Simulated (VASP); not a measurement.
## Al: single point with PBE+D3(BJ)

Crystal: Al.

```
Al
1.0
    -2.81442    0.00000    0.00000
    -1.40721   -2.43736    0.00000
    -0.93814   -0.81245   18.48209
Al
8
Direct
  0.98958 0.97917 0.06250
  0.90625 0.81250 0.56250
  0.21875 0.10417 0.68750
  0.30208 0.27083 0.18750
  0.86458 0.72917 0.81250
  0.94792 0.89583 0.31250
  0.51042 0.35417 0.93750
  0.59375 0.52083 0.43750
```

```
Program             : VASP 6.6.1
Task                : single point
Functional          : PBE
Dispersion          : D3(BJ)
Potentials or basis : VASP PAW PBE potentials, release 64 (Al)
Cutoff              : 520 eV
k mesh              : 16 × 16 × 2
Occupations         : gaussian, width 0.15 eV
Spin                : no spin polarisation
```

```
Pressure                   : 0.4 GPa
Largest force              : 0.372 eV/Å
Band gap on the k mesh     : zero (bands 12 and 13 overlap by 5.58 eV)
Dispersion energy per atom : -0.351 eV
```

Forces in eV/Å, atoms in the order of the input:
```
Al  -0.250  0.132  0.190
Al   0.002  0.000 -0.006
Al  -0.006  0.002 -0.015
Al   0.033  0.002  0.042
Al   0.025  0.007  0.063
Al  -0.006  0.003  0.003
Al   0.204 -0.145 -0.275
Al  -0.001 -0.001 -0.002
```

Stress tensor (GPa, compression positive):
```
-0.11 -0.05 -0.63
-0.05 -0.10  0.50
-0.63  0.50  1.28
```

Levels at points of the mesh, in eV from the Fermi level:
| k point | band 8 | band 9 | band 10 | band 11 | band 12 | band 13 | band 14 | band 15 | band 16 | band 17 |
| --- | --- | --- | --- | --- | --- | --- | --- | --- | --- | --- |
| (0.00, 0.00, 0.00) | -4.78 | -4.49 | -0.96 | -0.95 | 3.41 | 3.43 | 8.33 | 8.38 | 11.10 | 11.15 |
| (0.50, 0.00, 0.00) | -3.88 | -3.47 | -3.14 | -2.06 | -1.64 | -1.46 | -1.01 | 0.74 | 1.07 | 1.53 |
| (0.00, 0.50, 0.00) | -3.75 | -3.65 | -3.01 | -2.18 | -1.75 | -1.38 | -0.82 | 0.57 | 0.81 | 1.81 |
| (0.50, 0.50, 0.00) | -3.99 | -3.39 | -2.99 | -2.42 | -1.83 | -1.21 | -0.67 | 0.27 | 0.76 | 1.90 |
| (0.00, 0.00, 0.50) | -6.20 | -2.88 | -2.88 | 1.15 | 1.16 | 5.82 | 5.85 | 10.69 | 10.88 | 11.10 |
| (0.50, 0.00, 0.50) | -4.31 | -2.90 | -2.81 | -2.61 | -2.37 | -0.54 | -0.39 | -0.06 | 0.14 | 2.58 |
| (0.00, 0.50, 0.50) | -4.17 | -3.14 | -2.90 | -2.53 | -2.08 | -0.89 | -0.53 | 0.09 | 0.47 | 2.22 |
| (0.50, 0.50, 0.50) | -3.86 | -3.56 | -2.91 | -2.31 | -2.03 | -1.12 | -0.65 | 0.35 | 0.57 | 2.08 |

Wall time 5.4 min on 1 thread of Intel(R) Xeon(R) 6975P-C (Granite Rapids), on a shared host, peak memory 0.63 GiB.
